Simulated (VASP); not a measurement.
Wanted: the native input for a VASP 6.6.1 run.

| Quantity | Value |
| --- | --- |
| Task | single point |
| Functional | PBE |
| Dispersion | D3(BJ) |
| Potentials or basis | VASP PAW PBE potentials, release 64 (Hg) |
| Cutoff | 520 eV |
| k mesh | 6 × 6 × 6 |
| Occupations | gaussian, width 0.1 eV |
| Spin | no spin polarisation |
| Dipole correction | no |
| Further INCAR settings | ALGO = Normal; EDIFF = 1e-06; NBANDS = 25 |

The structure of Hg lies in POSCAR:

```
Hg
1.0
    4.5400000000      0.0000000000      0.0000000000
   -2.2700000000      3.9317553332      0.0000000000
    0.0000000000      0.0000000000      3.8700000000
Hg
3
Direct
    0.3333333333      0.6666666667      0.5000000000
    0.0000000000      0.0000000000      0.0000000000
    0.6666666667      0.3333333333      0.5000000000
```

The input as run:

INCAR

```
SYSTEM = Hg
PREC = Accurate
ENCUT = 520
EDIFF = 1E-6
ISMEAR = 0
SIGMA = 0.1
LREAL = .FALSE.
LASPH = .TRUE.
NELM = 100
ALGO = Normal
ISIF = 2
LWAVE = .FALSE.
LCHARG = .FALSE.
GGA = PE
IVDW = 12
NBANDS = 25
```

KPOINTS

```
Automatic mesh
0
G
  6 6 6
  0 0 0
```

Potentials or basis: VASP PAW PBE potentials, release 64 (Hg).

Command:

```bash
$ cat potpaw_PBE.64/Hg/POTCAR > POTCAR
$ mpirun -np 1 vasp_std > vasp.out
```

Results of the run:

| Quantity | Value |
| --- | --- |
| Pressure | 10.6 GPa |
| Band gap on the k mesh | zero (band 18 reaches 7.42 eV, above the bottom of band 19 at 1.30 eV) |
| Dispersion energy per atom | -0.457 eV |

Caveat: spin-orbit coupling is left out, which moves the levels of the heavy elements; pairwise dispersion overbinds metals, which lowers pressure and volume.

Wall time 17 s on 1 thread of Intel(R) Xeon(R) 6975P-C (Granite Rapids) (shared host), peak memory 0.21 GiB.
